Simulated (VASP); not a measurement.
Write the native input for VASP 6.6.1 that does the following.

```yaml
Task: single point
Functional: PBEsol
Potentials_or_basis: VASP PAW PBE potentials, release 64 (Ga_d, N)
Cutoff: 600 eV
k_mesh: 6 × 6 × 3
Occupations: gaussian, width 0.01 eV
Spin: no spin polarisation
Dipole_correction: no
Further_INCAR_settings: ALGO = Normal; EDIFF = 1e-06; NBANDS = 26
```

The structure of GaN lies in POSCAR:

```
GaN
1.0
    3.1800000000      0.0000000000      0.0000000000
   -1.5900000000      2.7539607800      0.0000000000
    0.0000000000      0.0000000000      5.1660000000
Ga N
2 2
Direct
    0.3333333333      0.6666666667      0.0019357336
    0.6666666667      0.3333333333      0.5000000000
    0.3333333333      0.6666666667      0.3750000000
    0.6666666667      0.3333333333      0.8750000000
```

One way to write it, as run:

INCAR

```
SYSTEM = GaN
PREC     = Accurate       ! precision mode
ENCUT    = 600            ! plane-wave cutoff, eV
EDIFF    = 1E-6           ! SCF threshold, eV
ISMEAR   = 0              ! smearing method
SIGMA    = 0.01           ! smearing width, eV
LREAL    = .False.        ! projectors in reciprocal space
LASPH    = .True.         ! aspherical terms in the spheres
NELM     = 120            ! most SCF steps
ALGO     = Normal         ! electronic algorithm
ISIF     = 2              ! what is computed and relaxed
LWAVE    = .False.        ! write WAVECAR
LCHARG   = .False.        ! write CHGCAR
GGA      = PS             ! functional
NBANDS   = 26             ! bands
GGA_COMPAT= .False.
```

KPOINTS

```
Automatic mesh
0
Gamma
  6 6 3
  0 0 0
```

Potentials or basis: VASP PAW PBE potentials, release 64 (Ga_d, N).

Launch:

```sh
$ cat potpaw_PBE.64/Ga_d/POTCAR potpaw_PBE.64/N/POTCAR > POTCAR
$ mpirun -np 1 vasp_std > vasp.out
```

It gave:

The pressure is 0.6 GPa. The largest force is 0.340 eV/Å and the band gap on the k mesh is 1.92 eV, direct.

Caveat: the PAW data sets were made with another functional, which shifts forces and pressure a little.

It took 33 s on 1 thread of Intel Xeon 6975P-C (shared host), peak memory 0.18 GiB.
